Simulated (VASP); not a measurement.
AgCl, 2 atoms in the cell. The structure is cubic, space group Fm-3m (No. 225). The conventional cell has a = 5.542 Å, b = 5.542 Å, c = 5.542 Å, α = 90.00°, β = 90.00°, γ = 90.00°. Ag (site symmetry m-3m) has 6 Cl at 2.77 Å within 3.7 Å. Within 3.7 Å of Cl (site symmetry m-3m) lie 6 Ag at 2.77 Å. 

```yaml
Program: VASP 6.6.1
Task: single point
Functional: PBEsol
Potentials_or_basis: VASP PAW PBE potentials, release 64 (Ag, Cl)
Cutoff: 520 eV
k_mesh: 8 × 8 × 8
Occupations: fermi-dirac, width 0.05 eV
Spin: no spin polarisation
Dipole_correction: no
Further_INCAR_settings: ALGO = Normal; EDIFF = 1e-06; NBANDS = 16
```

Potentials or basis: VASP PAW PBE potentials, release 64 (Ag, Cl).

The run is started by

```bash
$ cat potpaw_PBE.64/Ag/POTCAR potpaw_PBE.64/Cl/POTCAR > POTCAR
$ mpirun -np 1 vasp_std > vasp.out
```

Hardware: 1 thread of Intel Xeon 8259CL, on a shared host.

Task: How long does it take, and how much memory?

Result: Wall time 42 s on 1 thread of Intel Xeon 8259CL, with other jobs on the host, peak memory 0.18 GiB. Counts: scf iterations 12, k points 29.
